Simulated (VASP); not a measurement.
**CsBa3: single point with PBE**

CsBa3:

```
Cs Ba
1.0
     0.00000    5.27350    5.22128
     5.27350    0.00000    5.22128
     5.27350    5.27350    0.00000
Cs Ba
1 3
Direct
  0.00000 0.00000 0.00000
  0.25000 0.25000 0.25000
  0.75000 0.75000 0.75000
  0.50000 0.50000 0.50000
```

```
Program             : VASP 6.6.1
Task                : single point
Functional          : PBE
Potentials or basis : VASP PAW PBE potentials, release 64 (Cs_sv, Ba_sv)
Cutoff              : 520 eV
k mesh              : 4 × 4 × 4
Occupations         : methfessel-paxton, width 0.15 eV
Spin                : no spin polarisation
```

* Pressure: 0.0 GPa
* Band gap on the k mesh: zero (an odd number of electrons rules out a gap without spin polarisation)

Levels at points of the mesh, in eV from the Fermi level:
| k point | band 17 | band 18 | band 19 | band 20 | band 21 | band 22 | band 23 | band 24 |
| --- | --- | --- | --- | --- | --- | --- | --- | --- |
| (0.00, 0.00, 0.00) | -2.47 | -0.24 | -0.22 | 0.58 | 0.58 | 0.60 | 0.60 | 0.60 |
| (0.50, 0.00, 0.00) | -1.26 | -1.01 | 0.35 | 0.36 | 0.38 | 0.44 | 0.46 | 0.79 |
| (0.50, 0.50, 0.00) | -0.85 | -0.82 | -0.72 | -0.40 | 0.70 | 0.81 | 0.81 | 1.07 |
| (0.50, 0.00, 0.50) | -0.87 | -0.85 | -0.70 | -0.41 | 0.69 | 0.77 | 0.77 | 1.09 |

It took 100 s on 1 thread of Intel(R) Xeon(R) 6975P-C (Granite Rapids), with other jobs on the host, peak memory 0.45 GiB.

Caveat: spin-orbit coupling is left out, which moves the levels of the heavy elements.
